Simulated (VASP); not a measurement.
# Ru (P6/mmm) in VASP: further runs

The runs below take Ru through single point, with PBEsol.

Program: VASP 6.6.1. These are calculated values, not measurements. Logs are shortened: lines on timing, memory, paths and dates and some standing lists are left out, and cuts for length are marked.

## 1. The cell of the first run

The structure is hexagonal, space group P6/mmm (No. 191). The conventional cell has a = 2.507 Å, b = 2.507 Å, c = 2.323 Å, α = 90.00°, β = 90.00°, γ = 120.00°. Within 3.1 Å of Ru (site symmetry 6/mmm) lie 8 Ru at 2.32 to 2.51 Å.

## 2. Single point, PBEsol

Input file INCAR:

```
PREC = Accurate
ENCUT = 520
EDIFF = 1E-6
ISMEAR = -1
SIGMA = 0.1
LREAL = F
LASPH = T
NELM = 60
ALGO = Normal
ISIF = 2
LWAVE = F
LCHARG = F
GGA = PS
NBANDS = 13
```

Input file KPOINTS:

```
Automatic mesh
0
Gamma
  18 18 16
```

Input file POSCAR:

```
Ru
1.0
    2.5073575421      0.0000000000      0.0000000000
   -1.2536787711      2.1714353279      0.0000000000
    0.0000000000      0.0000000000      2.3231806761
Ru
1
Direct
    0.0000000000      0.0000000000      0.0000000000
```

Potentials or basis: VASP PAW PBE potentials, release 64 (Ru_pv).

The run is started by

```sh
> cat potpaw_PBE.64/Ru_pv/POTCAR > POTCAR
> mpirun -np 1 vasp_std > vasp.out
```

OUTCAR:

```text
PREC = Accurate
   ENCUT = 520
   EDIFF = 1E-6
   ISMEAR = -1
   LREAL = F
   LASPH = T
   NELM = 60
   ISIF = 2
   GGA = PS

 ion  position               nearest neighbor table
   1  0.000  0.000  0.000-

  LATTYP: Found a hexagonal cell.
 ALAT       =     2.5073575421
 C/A-ratio  =     0.9265454316

  Lattice vectors:

 A1 = (   2.5073575421,   0.0000000000,   0.0000000000)
 A2 = (  -1.2536787711,   2.1714353279,   0.0000000000)
 A3 = (   0.0000000000,   0.0000000000,   2.3231806761)

Analysis of symmetry for initial positions (statically):
=====================================================================
 Subroutine PRICEL returns:
 Original cell was already a primitive cell.

 Routine SETGRP: Setting up the symmetry group for a
 hexagonal supercell.

 Subroutine GETGRP returns: Found 24 space group operations
 (whereof 24 operations were pure point group operations)
 out of a pool of 24 trial point group operations.

The static configuration has the point symmetry D_6h.

Analysis of symmetry for dynamics (positions and initial velocities):
=====================================================================
 Subroutine PRICEL returns:
 Original cell was already a primitive cell.

 Routine SETGRP: Setting up the symmetry group for a
 hexagonal supercell.

 Subroutine GETGRP returns: Found 24 space group operations
 (whereof 24 operations were pure point group operations)
 out of a pool of 24 trial point group operations.

The dynamic configuration has the point symmetry D_6h.

 Subroutine INISYM returns: Found 24 space group operations
 (whereof 24 operations are pure point group operations),
 and found     1 'primitive' translations

----------------------------------------------------------------------------------------

                                     Primitive cell

  volume of cell :      12.6487

  direct lattice vectors                    reciprocal lattice vectors
     2.507357542  0.000000000  0.000000000     0.398826248  0.230262441  0.000000000
    -1.253678771  2.171435328  0.000000000     0.000000000  0.460524883  0.000000000
     0.000000000  0.000000000  2.323180676     0.000000000  0.000000000  0.430444352

  length of vectors
     2.507357542  2.507357542  2.323180676     0.460524883  0.460524883  0.430444352

  position of ions in fractional coordinates (direct lattice)
     0.000000000  0.000000000  0.000000000

  ion indices of the primitive-cell ions
   primitive index   ion index
                 1           1

----------------------------------------------------------------------------------------

 KPOINTS: Automatic mesh

Automatic generation of k-mesh.
 Grid dimensions read from file:
 generate k-points for:   18   18   16

 Generating k-lattice:

  Cartesian coordinates                     Fractional coordinates (reciprocal lattice)
     0.022157014  0.012792358  0.000000000     0.055555556 -0.000000000  0.000000000
     0.000000000  0.025584716  0.000000000     0.000000000  0.055555556  0.000000000
     0.000000000  0.000000000  0.026902772     0.000000000  0.000000000  0.062500000

  Length of vectors
     0.025584716  0.025584716  0.026902772

  Shift w.r.t. Gamma in fractional coordinates (k-lattice)
     0.000000000  0.000000000  0.000000000

 Subroutine IBZKPT returns following result:
 ===========================================

 Found    333 irreducible k-points:

 Following reciprocal coordinates:
            Coordinates               Weight
  0.000000  0.000000  0.000000      1.000000
  0.055556 -0.000000  0.000000      6.000000
  0.111111 -0.000000  0.000000      6.000000
  0.166667  0.000000  0.000000      6.000000
  0.222222  0.000000  0.000000      6.000000
  0.277778  0.000000  0.000000      6.000000
[... 16 lines left out ...]
  0.333333  0.111111  0.000000     12.000000
  0.388889  0.111111  0.000000     12.000000
 [... further k-points ...]
   k-points           NKPTS =    333   k-points in BZ     NKDIM =    333   number of bands    NBANDS=     13
   number of dos      NEDOS =    301   number of ions     NIONS =      1
   total plane-waves  NPLWV =   7200
   dimension x,y,z NGX =    20 NGY =   20 NGZ =   18
   dimension x,y,z NGXF=    40 NGYF=   40 NGZF=   36
   ions per type =               1
   NGX,Y,Z   is equivalent  to a cutoff of  13.26, 13.26, 12.88 a.u.
   NGXF,Y,Z  is equivalent  to a cutoff of  26.52, 26.52, 25.76 a.u.
 SYSTEM =  unknown system
   PREC   = accura    normal or accurate (medium, high low for compatibility)
   ISTART =      0    job   : 0-new  1-cont  2-samecut
   ICHARG =      2    charge: 1-file 2-atom 10-const
   ISPIN  =      1    spin polarized calculation?
   LNONCOLLINEAR =      F non collinear calculations
   LSORBIT =      F    spin-orbit coupling
   LASPH  =      T    aspherical Exc in radial PAW
   ENCUT  =  520.0 eV  38.22 Ry    6.18 a.u.   4.66  4.66  4.32*2*pi/ulx,y,z
   NELM   =     60;   NELMIN=  2; NELMDL= -5     # of ELM steps
   EDIFF  = 0.1E-05   stopping-criterion for ELM
   LREAL  =      F    real-space projection
   EDIFFG = 0.1E-04   stopping-criterion for IOM
   NSW    =      0    number of steps for IOM
   IBRION =     -1    ionic relax: 0-MD 1-quasi-New 2-CG
   NFREE  =      0    steps in history (QN), initial steepest desc. (CG)
   ISIF   =      2    stress and relaxation
   ISYM   =      2    0-nonsym 1-usesym 2-fastsym
   POTIM  = 0.5000    time-step for ionic-motion
   TEBEG  =    0.0;   TEEND  =   0.0 temperature during run
   PSTRESS=    0.0 pullay stress
   NELECT =      14.0000    total number of electrons
   NUPDOWN=      -1.0000    fix difference up-down
   EMIN   =  10.00;   EMAX   =-10.00  energy-range for DOS
   EFERMI =   0.00;   METHOD = LEGACY
   ISMEAR =    -1;   SIGMA  =   0.10  broadening in eV -4-tet -1-fermi 0-gaus
   EFERMI_NEDOS =   21; number of points for ismear=-14 and -15
   IALGO  =     38    algorithm
   IMIX   =      4    mixing-type and parameters
     AMIX     =   0.40;   BMIX     =  1.00
     AMIX_MAG =   1.60;   BMIX_MAG =  1.00
  volume/ion in A,a.u.               =      12.65        85.36
  Fermi-wavevector in a.u.,A,eV,Ry     =   1.693436  3.200130 39.017775  2.867726
  Thomas-Fermi vector in A             =   2.774842
   LORBIT       =      0    0 simple, 1 ext, 2 COOP (PROOUT), +10 PAW based schemes
   GGA     = PS    functional components
   LHFCALC =     F    Hartree Fock is set to
   AEXX    =    0.0000 exact exchange contribution
   IVDW    =     0    specifies the selected vdW correction
   LEPSILON=     F    determine dielectric tensor
   LRPA    =     F    only Hartree local field effects (RPA)
 non-spin polarized calculation
  energy-cutoff  :      520.00
  volume of cell :       12.65
 maximum number of plane-waves:       357
 NGX is ok and might be reduce to    20
   NGX =  9   NGY =  9   NGZ =  9

 number of electron      14.0000005 magnetization

 Free energy of the ion-electron system (eV)
  ---------------------------------------------------
  ext. energy  EPLUGINS =         0.00000000
  ---------------------------------------------------
  free energy    TOTEN  =        -9.01270050 eV

  energy without entropy =       -8.97621948  energy(sigma->0) =       -8.99445999

 E-fermi :  14.1893     XC(G=0): -14.6206

 val. band max:       14.1870350362   @ k =   0.4444   0.0556   0.1875
 cond. band min:      14.1923821515   @ k =   0.2222   0.0000   0.2500
 fundamental gap:      0.0053471152
 Fermi energy:        14.1892602638

 k-point     1 :       0.0000    0.0000    0.0000
  band No.  band energies     occupation
      1     -28.1912      2.00000
      2     -28.1912      2.00000
      3     -28.0742      2.00000
      4       5.6915      2.00000
      5       7.3003      2.00000
      6      11.1904      2.00000
      7      11.1904      2.00000
      8      16.6386      0.00000
      9      16.6386      0.00000
     10      24.8125      0.00000
     11      29.0889      0.00000
     12      32.7144      0.00000
     13      38.0742      0.00000

 k-point     2 :       0.0556   -0.0000    0.0000
  band No.  band energies     occupation
      1     -28.2420      2.00000
      2     -28.2026      2.00000
      3     -28.0689      2.00000
      4       5.8352      2.00000
      5       7.3567      2.00000
      6      11.0682      2.00000
      7      11.3154      2.00000
      8      16.5093      0.00000
      9      16.6164      0.00000
     10      24.8124      0.00000
     11      29.3822      0.00000
     12      32.9805      0.00000
     13      37.2385      0.00000

 k-point     3 :       0.1111   -0.0000    0.0000
  band No.  band energies     occupation
      1     -28.3870      2.00000
      2     -28.2351      2.00000
      3     -28.0539      2.00000
      4       6.2351      2.00000
      5       7.5264      2.00000
      6      10.7578      2.00000
      7      11.6848      2.00000
      8      16.1541      0.00000
      9      16.5529      0.00000
     10      24.8123      0.00000
     11      30.1644      0.00000
     12      33.7372      0.00000
     13      35.5979      0.00000
[... 305 lines left out ...]
 k-point    23 :       0.3333    0.1111    0.0000
  band No.  band energies     occupation
      1     -29.5558      2.00000
      2     -28.6268      2.00000
      3     -27.9133      2.00000
      4       7.7872      2.00000
      5       8.6004      2.00000
      6      12.3236      2.00000
      7      13.7787      1.96757
      8      15.7651      0.00000
      9      17.0936      0.00000
     10      24.8070      0.00000
     11      25.9169      0.00000
     12      29.1406      0.00000
     13      35.0142      0.00000

 k-point    24 :       0.3889    0.1111    0.0000
  band No.  band energies     occupation
      1     -29.6674      2.00000
      2     -28.6670      2.00000
      3     -27.8988      2.00000
      4       7.5872      2.00000
      5       8.7735      2.00000
      6      13.1669      1.99993
      7      13.5825      1.99538
      8      15.6862      0.00000
      9      17.9607      0.00000
     10      24.7173      0.00000
     11      24.8831      0.00000
     12      28.4065      0.00000
     13      34.4864      0.00000

 [... further k-points ...]

------------------------ aborting loop because EDIFF is reached ----------------------------------------

  FORCE on cell =-STRESS in cart. coord.  units (eV):
  Direction    XX          YY          ZZ          XY          YZ          ZX
  --------------------------------------------------------------------------------------
  -------------------------------------------------------------------------------------
  Total        4.1351355      4.1351355      4.1830362     -0.0000000      0.0000000     -0.0000000
  in kB      523.7863490    523.7863490    529.8537954     -0.0000000      0.0000000     -0.0000000
  external PRESSURE =     525.8088311 kB  Pullay stress =       0.0000000 kB

 VOLUME and BASIS-vectors are now :
 -----------------------------------------------------------------------------
  energy-cutoff  :      520.00
  volume of cell :       12.65
      direct lattice vectors                 reciprocal lattice vectors
     2.507357542  0.000000000  0.000000000     0.398826248  0.230262441  0.000000000
    -1.253678771  2.171435328  0.000000000     0.000000000  0.460524883  0.000000000
     0.000000000  0.000000000  2.323180676     0.000000000  0.000000000  0.430444352

 POSITION                                       TOTAL-FORCE (eV/Angst)
 -----------------------------------------------------------------------------------
      0.00000      0.00000      0.00000        -0.000000      0.000000      0.000000
 -----------------------------------------------------------------------------------
    total drift:                               -0.000000      0.000000      0.000000

  FREE ENERGIE OF THE ION-ELECTRON SYSTEM (eV)
  ---------------------------------------------------
  free  energy   TOTEN  =        -9.0127004973 eV

  energy  without entropy=       -8.9762194759  energy(sigma->0) =       -8.99445999
```

Wall time 70 s (1 thread of Intel Xeon 8259CL, shared host); peak memory 0.16 GiB.

Results:

| Item | Value |
| --- | --- |
| Free energy | -9.0127 eV |
| Pressure | 52.6 GPa |
| Band gap on the k mesh | zero (band 7 reaches 17.28 eV, above the bottom of band 8 at 12.77 eV) |

Stress tensor (GPa, compression positive):
```
52.38  0.00  0.00
 0.00 52.38  0.00
 0.00  0.00 52.99
```

Caveat: the PAW data sets were made with another functional, which shifts forces and pressure a little.

## 3. Single point, PBEsol

Input file INCAR:

```
SYSTEM = Ru
ALGO = Normal ; EDIFF = 1E-6
ENCUT = 520 ; GGA = PS
ISIF = 2 ; ISMEAR = -1
LASPH = .TRUE. ; LCHARG = .FALSE.
LREAL = .FALSE. ; LWAVE = .FALSE.
NBANDS = 13 ; NELM = 80
PREC = Accurate ; SIGMA = 0.1
```

Input file KPOINTS:

```
k-points
0
G
  18 18 16
  0 0 0
```

Input file POSCAR:

```
Ru
1.0
    2.5075029747      0.0000000000      0.0000000000
   -1.2537514874      2.1715612761      0.0000000000
    0.0000000000      0.0000000000      2.3231517138
Ru
1
Direct
    0.0000000000      0.0000000000      0.0000000000
```

Potentials or basis: VASP PAW PBE potentials, release 64 (Ru_pv).

The run is started by

```sh
> cat potpaw_PBE.64/Ru_pv/POTCAR > POTCAR
> mpirun -np 1 vasp_std > vasp.out
```

OUTCAR:

```text
SYSTEM = Ru
   EDIFF = 1E-6
   ENCUT = 520
   GGA = PS
   ISIF = 2
   ISMEAR = -1
   LASPH = .TRUE.
   LREAL = .FALSE.
   NELM = 80
   PREC = Accurate

 ion  position               nearest neighbor table
   1  0.000  0.000  0.000-

  LATTYP: Found a hexagonal cell.
 ALAT       =     2.5075029747
 C/A-ratio  =     0.9264801427

  Lattice vectors:

 A1 = (   2.5075029747,   0.0000000000,   0.0000000000)
 A2 = (  -1.2537514874,   2.1715612761,   0.0000000000)
 A3 = (   0.0000000000,   0.0000000000,   2.3231517138)

Analysis of symmetry for initial positions (statically):
=====================================================================
 Subroutine PRICEL returns:
 Original cell was already a primitive cell.

 Routine SETGRP: Setting up the symmetry group for a
 hexagonal supercell.

 Subroutine GETGRP returns: Found 24 space group operations
 (whereof 24 operations were pure point group operations)
 out of a pool of 24 trial point group operations.

The static configuration has the point symmetry D_6h.

Analysis of symmetry for dynamics (positions and initial velocities):
[... 168 lines left out ...]
      3     -28.0759      2.00000
      4       5.6901      2.00000
      5       7.2989      2.00000
      6      11.1888      2.00000
      7      11.1888      2.00000
      8      16.6364      0.00000
      9      16.6364      0.00000
     10      24.8105      0.00000
     11      29.0864      0.00000
     12      32.7138      0.00000
     13      38.0698      0.00000
[... 354 lines left out ...]
  band No.  band energies     occupation
      1     -29.6688      2.00000
      2     -28.6689      2.00000
      3     -27.9007      2.00000
      4       7.5862      2.00000
      5       8.7714      2.00000
      6      13.1646      1.99993
      7      13.5815      1.99533
      8      15.6844      0.00000
      9      17.9577      0.00000
     10      24.7142      0.00000
     11      24.8802      0.00000
     12      28.4030      0.00000
     13      34.4846      0.00000

 [... further k-points ...]

------------------------ aborting loop because EDIFF is reached ----------------------------------------

  FORCE on cell =-STRESS in cart. coord.  units (eV):
  Direction    XX          YY          ZZ          XY          YZ          ZX
  --------------------------------------------------------------------------------------
  -------------------------------------------------------------------------------------
  Total        4.1304378      4.1304378      4.1814885     -0.0000000     -0.0000000      0.0000000
  in kB      523.1371371    523.1371371    529.6029186     -0.0000000     -0.0000000      0.0000000
  external PRESSURE =     525.2923976 kB  Pullay stress =       0.0000000 kB

 VOLUME and BASIS-vectors are now :
 -----------------------------------------------------------------------------
  energy-cutoff  :      520.00
  volume of cell :       12.65
      direct lattice vectors                 reciprocal lattice vectors
     2.507502975  0.000000000  0.000000000     0.398803116  0.230249086  0.000000000
    -1.253751487  2.171561276  0.000000000     0.000000000  0.460498173  0.000000000
     0.000000000  0.000000000  2.323151714     0.000000000  0.000000000  0.430449718

 POSITION                                       TOTAL-FORCE (eV/Angst)
 -----------------------------------------------------------------------------------
      0.00000      0.00000      0.00000         0.000000      0.000000      0.000000
 -----------------------------------------------------------------------------------
    total drift:                               -0.000000      0.000000      0.000000

  FREE ENERGIE OF THE ION-ELECTRON SYSTEM (eV)
  ---------------------------------------------------
  free  energy   TOTEN  =        -9.0131295621 eV

  energy  without entropy=       -8.9766309795  energy(sigma->0) =       -8.99488027
```

OSZICAR:

```text
N       E                     dE             d eps       ncg     rms          rms(c)
DAV:   1     0.107840238352E+03    0.10784E+03   -0.84411E+03  8719   0.117E+03
DAV:   2    -0.819510400396E+01   -0.11604E+03   -0.11134E+03  9273   0.329E+02
DAV:   3    -0.947069568450E+01   -0.12756E+01   -0.12712E+01 10283   0.379E+01
DAV:   4    -0.947423708797E+01   -0.35414E-02   -0.35413E-02  9503   0.214E+00
DAV:   5    -0.947425895908E+01   -0.21871E-04   -0.21871E-04 10243   0.153E-01    0.176E+01
DAV:   6    -0.905917427450E+01    0.41508E+00   -0.59482E-01  8873   0.102E+01    0.687E+00
DAV:   7    -0.901675976409E+01    0.42415E-01   -0.74127E-02  9573   0.334E+00    0.174E+00
DAV:   8    -0.901347571582E+01    0.32840E-02   -0.79229E-03  9033   0.122E+00    0.341E-01
DAV:   9    -0.901312779658E+01    0.34792E-03   -0.25640E-04  9478   0.224E-01    0.230E-02
DAV:  10    -0.901313004688E+01   -0.22503E-05   -0.45177E-06 10008   0.226E-02    0.522E-03
DAV:  11    -0.901312956211E+01    0.48478E-06   -0.25832E-07  5044   0.640E-03
   1 F= -.90131296E+01 E0= -.89948803E+01  d E =-.364986E-01
```

stdout:

```text
POSCAR found type information on POSCAR Ru
 POSCAR found :  1 types and       1 ions
 scaLAPACK will be used
 -----------------------------------------------------------------------------
|                                                                             |
|                                                                             |
|     You enforced a specific xc type in the INCAR file but a different       |
|     I HOPE YOU KNOW WHAT YOU ARE DOING!                                     |
|                                                                             |
 -----------------------------------------------------------------------------

 LDA part: xc-table for (Slater+PW92), standard interpolation
 POSCAR, INCAR and KPOINTS ok, starting setup
 FFT: planning ... GRIDC
 FFT: planning ... GRID_SOFT
 FFT: planning ... GRID
 WAVECAR not read
 entering main loop
```

It took 74 s on 1 thread of Intel Xeon 8259CL, shared host; peak memory 0.17 GiB.

Results:

```
Free energy            : -9.0131 eV
Pressure               : 52.5 GPa
Band gap on the k mesh : zero (band 7 reaches 17.28 eV, above the bottom of band 8 at 12.77 eV)
```

Stress tensor (GPa, compression positive):
```
52.31  0.00  0.00
 0.00 52.31  0.00
 0.00  0.00 52.96
```

Caveat: the PAW data sets were made with another functional, which shifts forces and pressure a little.
